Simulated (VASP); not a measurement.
Here is a VASP 6.6.1 calculation.

File INCAR:

```
ALGO = Fast
EDIFF = 1E-6
ENCUT = 520
GGA = PS
ISIF = 2
ISMEAR = 0
LASPH = True
LCHARG = False
LREAL = False
LWAVE = False
NBANDS = 34
NELM = 60
PREC = Accurate
SIGMA = 0.15
```

KPOINTS

```
k-points
0
Gamma
  10 10 10
```

The input POSCAR:

```
Ga
1.0
    2.2350478178     -3.7986615528     -0.2235047818
    2.2350478178      3.7986615528     -0.2235047818
   -0.4489776120      0.0000000000      4.2652873141
Ga
4
Direct
    0.1559156097      0.8440843903      0.0832479706
    0.6559156097      0.3440843903      0.4167520294
    0.8440843903      0.1559156097      0.9167520294
    0.3440843903      0.6559156097      0.5832479706
```

Potentials or basis: VASP PAW PBE potentials, release 64 (Ga_d).

The run is started by

```console
$ cat potpaw_PBE.64/Ga_d/POTCAR > POTCAR
$ mpirun -np 1 vasp_std > vasp.out
```

Problem. What does it give for the band gap on the k mesh?

Solution. Zero (bands 26 and 27 overlap by 2.16 eV).

Problem. What does it give for the pressure?

Solution. 7.6 GPa.

Problem. Predict the largest force.

Solution. 0.772 eV/Å.

Forces in eV/Å, atoms in the order of the input:
```
Ga  -0.599  0.285 -0.396
Ga   0.599  0.285  0.396
Ga   0.599 -0.285  0.396
Ga  -0.599 -0.285 -0.396
```

Caveat: the cell differs from its parent crystal (engineering shear strain xz -0.2000, normal strain along z -0.0500); the stress differs along the axes, from 3 to 11 GPa; the PAW data sets were made with another functional, which shifts forces and pressure a little.
